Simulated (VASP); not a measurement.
# Hg (P6_3/mmc) in VASP: a series of runs

Runs on Hg. Level: LDA. Tasks: relaxation of cell and atoms.

All numbers are computed with VASP 6.6.1; they aren't measurements. Logs are shortened: lines on timing, memory, paths and dates and some standing lists are left out, and cuts for length are marked.

### Step 1. The cell of the first run

The structure is hexagonal, space group P6_3/mmc (No. 194). The conventional cell has a = 2.521 Å, b = 2.521 Å, c = 4.098 Å, α = 90.00°, β = 90.00°, γ = 120.00°. Within 3.3 Å of Hg (site symmetry -6m2) lie 12 Hg at 2.51 to 2.52 Å.

### Step 2. Relaxation of cell and atoms, LDA, target pressure 300 GPa, at which the enthalpy is minimised

INCAR reads:

```
  PREC = Accurate
  ENCUT = 600
  EDIFF = 1E-6
  ISMEAR = -1
  SIGMA = 0.08
  LREAL = F
  LASPH = T
  NELM = 60
  ALGO = Normal
  ISIF = 3
  LWAVE = F
  LCHARG = F
  IBRION = 2
  NSW = 32
  EDIFFG = -0.005
  PSTRESS = 3000.0
```

KPOINTS reads:

```
regular mesh
0
Gamma
  17 17 10
```

POSCAR reads:

```
Hg
1.0
    2.5210088363      0.0000000000      0.0000000000
   -1.2605044181      2.1832576954      0.0000000000
    0.0000000000      0.0000000000      4.0983350454
Hg
2
Direct
    0.3333333333      0.6666666667      0.2500000000
    0.6666666667      0.3333333333      0.7500000000
```

Potentials or basis: VASP PAW LDA potentials, release 64 (Hg).

Run with:

```bash
cat potpaw_LDA.64/Hg/POTCAR > POTCAR
mpirun -np 1 vasp_std > vasp.out
```

OUTCAR:

```text
PREC = Accurate
   ENCUT = 600
   EDIFF = 1E-6
   ISMEAR = -1
   LREAL = F
   LASPH = T
   NELM = 60
   ISIF = 3
   IBRION = 2
   NSW = 32
   EDIFFG = -0.005
   PSTRESS = 3000.0

 ion  position               nearest neighbor table
   1  0.333  0.667  0.250-   2 2.51   2 2.51   2 2.51   2 2.51   2 2.51   2 2.51   2 3.56   2 3.56
                             2 3.56   2 3.56   2 3.56   2 3.56
   2  0.667  0.333  0.750-   1 2.51   1 2.51   1 2.51   1 2.51   1 2.51   1 2.51   1 3.56   1 3.56
                             1 3.56   1 3.56   1 3.56   1 3.56

  LATTYP: Found a hexagonal cell.
 ALAT       =     2.5210088363
 C/A-ratio  =     1.6256726222

  Lattice vectors:

 A1 = (   2.5210088363,   0.0000000000,   0.0000000000)
 A2 = (  -1.2605044181,   2.1832576954,   0.0000000000)
 A3 = (   0.0000000000,   0.0000000000,   4.0983350454)

Analysis of symmetry for initial positions (statically):
=====================================================================
 Subroutine PRICEL returns:
 Original cell was already a primitive cell.

 Routine SETGRP: Setting up the symmetry group for a
 hexagonal supercell.

 Subroutine GETGRP returns: Found 24 space group operations
 (whereof 12 operations were pure point group operations)
 out of a pool of 24 trial point group operations.

The static configuration has the point symmetry D_3d.
 The point group associated with its full space group is D_6h.

Analysis of symmetry for dynamics (positions and initial velocities):
=====================================================================
 Subroutine PRICEL returns:
 Original cell was already a primitive cell.

 Routine SETGRP: Setting up the symmetry group for a
 hexagonal supercell.

 Subroutine GETGRP returns: Found 24 space group operations
 (whereof 12 operations were pure point group operations)
 out of a pool of 24 trial point group operations.

The dynamic configuration has the point symmetry D_3d.
 The point group associated with its full space group is D_6h.

 Subroutine INISYM returns: Found 24 space group operations
 (whereof 12 operations are pure point group operations),
 and found     1 'primitive' translations

----------------------------------------------------------------------------------------

                                     Primitive cell

  volume of cell :      22.5573

  direct lattice vectors                    reciprocal lattice vectors
     2.521008836  0.000000000  0.000000000     0.396666599  0.229015567  0.000000000
    -1.260504418  2.183257695  0.000000000     0.000000000  0.458031135  0.000000000
     0.000000000  0.000000000  4.098335045     0.000000000  0.000000000  0.244001525

  length of vectors
     2.521008836  2.521008836  4.098335045     0.458031135  0.458031135  0.244001525

  position of ions in fractional coordinates (direct lattice)
     0.333333333  0.666666667  0.250000000
     0.666666667  0.333333333  0.750000000

  ion indices of the primitive-cell ions
   primitive index   ion index
                 1           1
                 2           2

----------------------------------------------------------------------------------------

 KPOINTS: regular mesh

Automatic generation of k-mesh.
 Grid dimensions read from file:
 generate k-points for:   17   17   10

 Generating k-lattice:

  Cartesian coordinates                     Fractional coordinates (reciprocal lattice)
     0.023333329  0.013471504  0.000000000     0.058823529 -0.000000000  0.000000000
     0.000000000  0.026943008  0.000000000     0.000000000  0.058823529  0.000000000
     0.000000000  0.000000000  0.024400152     0.000000000  0.000000000  0.100000000

  Length of vectors
     0.026943008  0.026943008  0.024400152

  Shift w.r.t. Gamma in fractional coordinates (k-lattice)
     0.000000000  0.000000000  0.000000000

 Subroutine IBZKPT returns following result:
 ===========================================

 Found    198 irreducible k-points:

 Following reciprocal coordinates:
            Coordinates               Weight
  0.000000  0.000000  0.000000      1.000000
  0.058824 -0.000000  0.000000      6.000000
  0.117647 -0.000000  0.000000      6.000000
  0.176471 -0.000000  0.000000      6.000000
  0.235294 -0.000000  0.000000      6.000000
  0.294118 -0.000000  0.000000      6.000000
[... 16 lines left out ...]
  0.411765  0.117647  0.000000     12.000000
  0.176471  0.176471  0.000000      6.000000
 [... further k-points ...]
   k-points           NKPTS =    198   k-points in BZ     NKDIM =    198   number of bands    NBANDS=     16
   number of dos      NEDOS =    301   number of ions     NIONS =      2
   total plane-waves  NPLWV =  14400
   dimension x,y,z NGX =    20 NGY =   20 NGZ =   36
   dimension x,y,z NGXF=    40 NGYF=   40 NGZF=   72
   ions per type =               2
   NGX,Y,Z   is equivalent  to a cutoff of  13.19, 13.19, 14.60 a.u.
   NGXF,Y,Z  is equivalent  to a cutoff of  26.38, 26.38, 29.21 a.u.
 SYSTEM =  unknown system
   PREC   = accura    normal or accurate (medium, high low for compatibility)
   ISTART =      0    job   : 0-new  1-cont  2-samecut
   ICHARG =      2    charge: 1-file 2-atom 10-const
   ISPIN  =      1    spin polarized calculation?
   LNONCOLLINEAR =      F non collinear calculations
   LSORBIT =      F    spin-orbit coupling
   LASPH  =      T    aspherical Exc in radial PAW
   ENCUT  =  600.0 eV  44.10 Ry    6.64 a.u.   5.04  5.04  8.19*2*pi/ulx,y,z
   NELM   =     60;   NELMIN=  2; NELMDL= -5     # of ELM steps
   EDIFF  = 0.1E-05   stopping-criterion for ELM
   LREAL  =      F    real-space projection
   EDIFFG = -.5E-02   stopping-criterion for IOM
   NSW    =     32    number of steps for IOM
   IBRION =      2    ionic relax: 0-MD 1-quasi-New 2-CG
   NFREE  =      1    steps in history (QN), initial steepest desc. (CG)
   ISIF   =      3    stress and relaxation
   ISYM   =      2    0-nonsym 1-usesym 2-fastsym
   POTIM  = 0.5000    time-step for ionic-motion
   TEBEG  =    0.0;   TEEND  =   0.0 temperature during run
   PSTRESS= 3000.0 pullay stress
   NELECT =      24.0000    total number of electrons
   NUPDOWN=      -1.0000    fix difference up-down
   EMIN   =  10.00;   EMAX   =-10.00  energy-range for DOS
   EFERMI =   0.00;   METHOD = LEGACY
   ISMEAR =    -1;   SIGMA  =   0.08  broadening in eV -4-tet -1-fermi 0-gaus
   EFERMI_NEDOS =   21; number of points for ismear=-14 and -15
   IALGO  =     38    algorithm
   IMIX   =      4    mixing-type and parameters
     AMIX     =   0.40;   BMIX     =  1.00
     AMIX_MAG =   1.60;   BMIX_MAG =  1.00
  volume/ion in A,a.u.               =      11.28        76.11
  Fermi-wavevector in a.u.,A,eV,Ry     =   1.671282  3.158264 38.003551  2.793182
  Thomas-Fermi vector in A             =   2.756631
   LORBIT       =      0    0 simple, 1 ext, 2 COOP (PROOUT), +10 PAW based schemes
   GGA     = CA    functional components
   LHFCALC =     F    Hartree Fock is set to
   AEXX    =    0.0000 exact exchange contribution
   IVDW    =     0    specifies the selected vdW correction
   LEPSILON=     F    determine dielectric tensor
   LRPA    =     F    only Hartree local field effects (RPA)
 conjugate gradient relaxation of ions
 non-spin polarized calculation
  energy-cutoff  :      600.00
  volume of cell :       22.56
 maximum number of plane-waves:       770
   NGX = 11   NGY = 11   NGZ = 17

--------------------------------------- Ionic step        1  -------------------------------------------

 number of electron      24.0000000 magnetization

 Free energy of the ion-electron system (eV)
  ---------------------------------------------------
  ext. energy  EPLUGINS =         0.00000000
  ---------------------------------------------------
  free energy    TOTEN  =         8.27597520 eV

  energy without entropy =        8.27895609  energy(sigma->0) =        8.27746565

------------------------ aborting loop because EDIFF is reached ----------------------------------------

  FORCE on cell =-STRESS in cart. coord.  units (eV):
  Direction    XX          YY          ZZ          XY          YZ          ZX
  --------------------------------------------------------------------------------------
  -------------------------------------------------------------------------------------
  Total       45.3259068     45.3259068     45.2656049      0.0000000      0.0000000      0.0000000
  in kB     3219.3652868   3219.3652868   3215.0822201      0.0000001      0.0000000      0.0000000
  external PRESSURE =     217.9375979 kB  Pullay stress =    3000.0000000 kB
[... 23 lines left out ...]
  enthalpy is  TOTEN    =        50.5134066224 eV   P V=       42.2374314190

--------------------------------------- Ionic step        2  -------------------------------------------

 number of electron      24.0000003 magnetization

 E-fermi :   9.7538     XC(G=0): -14.1851

 val. band max:        9.7523283135   @ k =   0.0588  -0.0000   0.1000
 cond. band min:       9.7684472885   @ k =   0.3529   0.2941   0.1000
 fundamental gap:      0.0161189750
 Fermi energy:         9.7537693422

 k-point     1 :       0.0000    0.0000    0.0000
  band No.  band energies     occupation
      1      -6.2731      2.00000
      2      -4.0293      2.00000
      3      -1.1934      2.00000
      4      -1.0840      2.00000
      5      -1.0840      2.00000
      6      -0.6628      2.00000
[... 8 lines left out ...]
     15      24.4044      0.00000
     16      24.9567      0.00000
[... 420 lines left out ...]
  band No.  band energies     occupation
      1      -3.5984      2.00000
      2      -2.6054      2.00000
      3      -2.1908      2.00000
      4      -2.1532      2.00000
      5      -1.2071      2.00000
      6      -0.9128      2.00000
[... 8 lines left out ...]
     15      16.1109      0.00000
     16      22.3192      0.00000

 [... further k-points ...]
[... 5 lines left out ...]
  --------------------------------------------------------------------------------------
  -------------------------------------------------------------------------------------
  Total       19.8542242     19.8542242     20.3471836      0.0000000      0.0000000      0.0000000
  in kB     1138.2770994   1138.2770994   1166.5393165      0.0000001      0.0000000      0.0000000
  external PRESSURE =   -1852.3021616 kB  Pullay stress =    3000.0000000 kB
[... 251 lines left out ...]
  enthalpy is  TOTEN    =        50.4893024020 eV   P V=       42.9028606525

--------------------------------------- Ionic step        9  -------------------------------------------

 number of electron      24.0000001 magnetization

 Free energy of the ion-electron system (eV)
  ---------------------------------------------------
  ext. energy  EPLUGINS =         0.00000000
  ---------------------------------------------------
  free energy    TOTEN  =         7.58231135 eV

  energy without entropy =        7.58528212  energy(sigma->0) =        7.58379673

 E-fermi :  13.8695     XC(G=0): -15.4129

 val. band max:       13.8646412495   @ k =   0.2941  -0.0000   0.0000
 cond. band min:      13.8989077404   @ k =   0.2941   0.2941   0.0000
 fundamental gap:      0.0342664909
 Fermi energy:        13.8694793104

 k-point     1 :       0.0000    0.0000    0.0000
  band No.  band energies     occupation
      1      -5.8800      2.00000
      2      -3.4095      2.00000
      3       0.4369      2.00000
      4       0.5800      2.00000
      5       0.5800      2.00000
      6       1.1988      2.00000
[... 8 lines left out ...]
     15      27.6895      0.00000
     16      28.6092      0.00000
[... 420 lines left out ...]
  band No.  band energies     occupation
      1      -2.6792      2.00000
      2      -1.5546      2.00000
      3      -1.0374      2.00000
      4      -0.9987      2.00000
      5       0.3820      2.00000
      6       0.7895      2.00000
[... 8 lines left out ...]
     15      20.7162      0.00000
     16      26.0868      0.00000

 [... further k-points ...]
[... 5 lines left out ...]
  --------------------------------------------------------------------------------------
  -------------------------------------------------------------------------------------
  Total       42.9085485     42.9085485     42.9153762      0.0000000      0.0000000      0.0000000
  in kB     3000.1090147   3000.1090147   3000.5864019      0.0000002      0.0000000      0.0000000
  external PRESSURE =       0.2681438 kB  Pullay stress =    3000.0000000 kB
[... 17 lines left out ...]
  FREE ENERGIE OF THE ION-ELECTRON SYSTEM (eV)
  ---------------------------------------------------
  free  energy   TOTEN  =         7.5823113494 eV

  energy  without entropy=        7.5852821154  energy(sigma->0) =        7.58379673

  enthalpy is  TOTEN    =        50.4893006787 eV   P V=       42.9069893293

 reached required accuracy - stopping structural energy minimisation
```

It took 6.9 min on 1 thread of Oxide Virtual Turin-like, shared host; peak memory 0.17 GiB.

Results:

* Free energy: 7.5823 eV
* Relaxed volume: 11.46 Å³/atom
* Relaxed cell: a = 2.535 Å, b = 2.535 Å, c = 4.119 Å, α = 90.00°, β = 90.00°, γ = 120.00°
* Space group after relaxing (to 0.1 Å): P6_3/mmc (No. 194)
* Energy change on relaxing (the run minimises the enthalpy): -346.8 meV/atom
* Ionic steps: 9
* Pressure after relaxing: 300.0 GPa
* Band gap on the k mesh: zero (bands 12 and 13 overlap by 1.56 eV)

The path:
```tsv
step	energy change (eV)	largest force (eV/Å)	pressure (GPa)	volume (Å³)
1	0.0000	0.0000	321.79	22.56
2	-6.7299	0.0000	114.77	27.95
3	-0.7817	0.0000	297.28	22.96
4	-0.6963	0.0000	299.97	22.92
5	-0.6827	0.0000	300.38	22.91
6	-0.6851	0.0000	300.32	22.91
7	-0.6846	0.0000	300.33	22.91
8	-0.6895	0.0000	300.15	22.91
9	-0.6937	0.0000	300.03	22.91
```

Final structure:
```
Hg
1.0
     2.53459    0.00000    0.00000
    -1.26729    2.19502    0.00000
     0.00000    0.00000    4.11881
Hg
2
Direct
  0.33333 0.66667 0.25000
  0.66667 0.33333 0.75000
```

Caveat: the cell is relaxed towards a set pressure, so the run minimises the enthalpy, not the energy; spin-orbit coupling is left out, which moves the levels of the heavy elements.

### Step 3. Relaxation of cell and atoms, LDA, target pressure 300 GPa, at which the enthalpy is minimised

This run uses another cell than the first one, of 11.31 Å³/atom.

INCAR reads:

```
SYSTEM = Hg
ALGO     = Normal         ! electronic algorithm
EDIFF    = 1E-6           ! SCF threshold, eV
EDIFFG   = -0.005         ! ionic threshold
ENCUT    = 600            ! plane-wave cutoff, eV
GGA      = CA             ! functional
IBRION   = 2              ! ionic algorithm
ISIF     = 3              ! what is computed and relaxed
ISMEAR   = -1             ! smearing method
LASPH    = .True.         ! aspherical terms in the spheres
LCHARG   = .False.        ! write CHGCAR
LREAL    = .False.        ! projectors in reciprocal space
LWAVE    = .False.        ! write WAVECAR
NELM     = 100            ! most SCF steps
NSW      = 60             ! ionic steps
PREC     = Accurate       ! precision mode
PSTRESS  = 3000.0       
SIGMA    = 0.08           ! smearing width, eV
```

KPOINTS reads:

```
k-points
0
Gamma
  17 17 10
  0 0 0
```

POSCAR reads:

```
Hg
1.0
    2.5264569164      0.0000000000      0.0000000000
   -1.2632284582      2.1879758712      0.0000000000
    0.0000000000      0.0000000000      4.0928602045
Hg
2
Direct
    0.3333333333      0.6666666667      0.2500000000
    0.6666666667      0.3333333333      0.7500000000
```

Potentials or basis: VASP PAW LDA potentials, release 64 (Hg).

Run with:

```bash
cat potpaw_LDA.64/Hg/POTCAR > POTCAR
mpirun -np 1 vasp_std > vasp.out
```

Wall time 7 min (1 thread of Oxide Virtual Turin-like, shared host); peak memory 0.17 GiB.

It converged, with:

```yaml
Free_energy: 7.5805 eV
Relaxed_volume: 11.46 Å³/atom
Relaxed_cell: a = 2.535 Å, b = 2.535 Å, c = 4.119 Å, α = 90.00°, β = 90.00°, γ = 120.00°
Space_group_after_relaxing_to_0.1_Å: P6_3/mmc (No. 194)
Energy_change_on_relaxing_the_run_minimises_the_enthalpy: -280.7 meV/atom
Ionic_steps: 9
Pressure_after_relaxing: 300.0 GPa
Band_gap_on_the_k_mesh: zero (bands 12 and 13 overlap by 1.56 eV)
```

The path:
| step | energy change (eV) | largest force (eV/Å) | pressure (GPa) | volume (Å³) |
| --- | --- | --- | --- | --- |
| 1 | 0.0000 | 0.0000 | 317.55 | 22.62 |
| 2 | -5.7950 | 0.0000 | 139.02 | 26.93 |
| 3 | -0.6186 | 0.0000 | 298.18 | 22.95 |
| 4 | -0.5628 | 0.0000 | 299.93 | 22.92 |
| 5 | -0.5518 | 0.0000 | 300.27 | 22.91 |
| 6 | -0.5509 | 0.0000 | 300.34 | 22.91 |
| 7 | -0.5516 | 0.0000 | 300.31 | 22.91 |
| 8 | -0.6512 | 0.0000 | 297.19 | 22.96 |
| 9 | -0.5614 | 0.0000 | 299.99 | 22.92 |

Final structure:
```yaml
crystal:
  lattice:
    - [2.53459, 0.00000, 0.00000]
    - [-1.26730, 2.19502, 0.00000]
    - [0.00000, 0.00000, 4.11896]
  atoms:
    - { symbol: Hg, position: [0.33333, 0.66667, 0.25000] }
    - { symbol: Hg, position: [0.66667, 0.33333, 0.75000] }
```

Levels at points of the mesh, in eV from the Fermi level:
| k point | band 8 | band 9 | band 10 | band 11 | band 12 | band 13 | band 14 | band 15 | band 16 |
| --- | --- | --- | --- | --- | --- | --- | --- | --- | --- |
| (0.00, 0.00, 0.00) | -11.85 | -11.85 | -9.20 | -9.20 | -7.84 | -0.38 | 11.09 | 13.82 | 14.74 |
| (0.00, 0.00, 0.50) | -13.43 | -9.99 | -9.99 | -9.99 | -9.99 | 9.19 | 9.19 | 12.15 | 12.15 |

Caveat: the cell is relaxed towards a set pressure, so the run minimises the enthalpy, not the energy; spin-orbit coupling is left out, which moves the levels of the heavy elements.

The gap in the log of VASP goes by the Fermi energy; the results here count the filled bands.